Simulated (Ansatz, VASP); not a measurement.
**One calculation of Ba2C, two programs**

```
CELL_PARAMETERS angstrom
0.00000 3.50665 3.50665
3.33798 0.00000 3.50665
3.33798 3.50665 0.00000
ATOMIC_POSITIONS crystal
C 0.00000 0.00000 0.00000
Ba 0.25000 0.25000 0.25000
Ba 0.75000 0.75000 0.75000
```

Change from the starting cell: uniaxial_x strain -4.8%.

Alike in both runs: task single point; functional r2SCAN; k mesh 6 × 6 × 6; occupations fermi-dirac, width 0.02 eV; no spin polarisation.

|  | VASP | Ansatz |
| --- | --- | --- |
| version | VASP 6.6.1 | Ansatz 0.2.0 |
| potentials or method | VASP PAW PBE potentials, release 64 (C, Ba_sv) | plane waves, PAW |
| plane-wave cutoff (eV) | 520 | 500 |
| valence electrons in the cell | 24 | 24 |

|  | VASP | Ansatz | Ansatz less VASP |
| --- | --- | --- | --- |
| pressure (GPa) | 3.7 | 2.0 | -1.67 |
| traceless stress, the component that is largest in VASP (GPa) | 3.12 | 2.92 | -0.197 |

VASP's potentials were made for PBE, not for r2SCAN.

Neither program's run includes spin-orbit coupling.
